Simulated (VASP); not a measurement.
# PbS: single point with r2SCAN

The system is PbS.

```
Pb S
1.0
     2.09848    1.21156    3.42875
    -2.09848    1.21156    3.42875
     0.00000   -2.42312    3.42875
Pb S
1 1
Direct
  0.98057 0.98057 0.98057
  0.47504 0.47504 0.47504
```

```
Program             : VASP 6.6.1
Task                : single point
Functional          : r2SCAN
Potentials or basis : VASP PAW PBE potentials, release 64 (Pb_d, S)
Cutoff              : 520 eV
k mesh              : 8 × 8 × 8
Occupations         : fermi-dirac, width 0.05 eV
Spin                : no spin polarisation
```

| Item | Value |
| --- | --- |
| Pressure | 1.2 GPa |
| Largest force | 0.024 eV/Å |
| Band gap on the k mesh | 0.64 eV |

Forces on the atoms (eV/Å):
```
Pb   0.000  0.000 -0.024
S    0.000  0.000  0.024
```

Levels at points of the mesh, in eV from the valence-band top:
| k point | band 8 | band 9 | band 10 | band 11 | band 12 | band 13 |
| --- | --- | --- | --- | --- | --- | --- |
| (0.00, 0.00, 0.00) | -2.32 | -2.32 | -2.32 | 5.51 | 5.54 | 5.54 |
| (0.50, 0.00, 0.00) | -1.93 | -1.92 | 0.00 | 0.64 | 2.20 | 2.20 |
| (0.50, 0.50, 0.00) | -5.36 | -3.60 | -3.59 | 4.14 | 6.00 | 6.09 |
| (0.50, 0.50, 0.50) | -1.92 | -1.92 | -0.02 | 0.67 | 2.20 | 2.20 |

Wall time 2.7 min on 1 thread of Intel Xeon 8259CL, on a shared host, peak memory 0.22 GiB.

Caveat: the PAW data sets were made with another functional, which shifts forces and pressure a little; spin-orbit coupling is left out, which moves the levels of the heavy elements. A k mesh can miss the band edges.
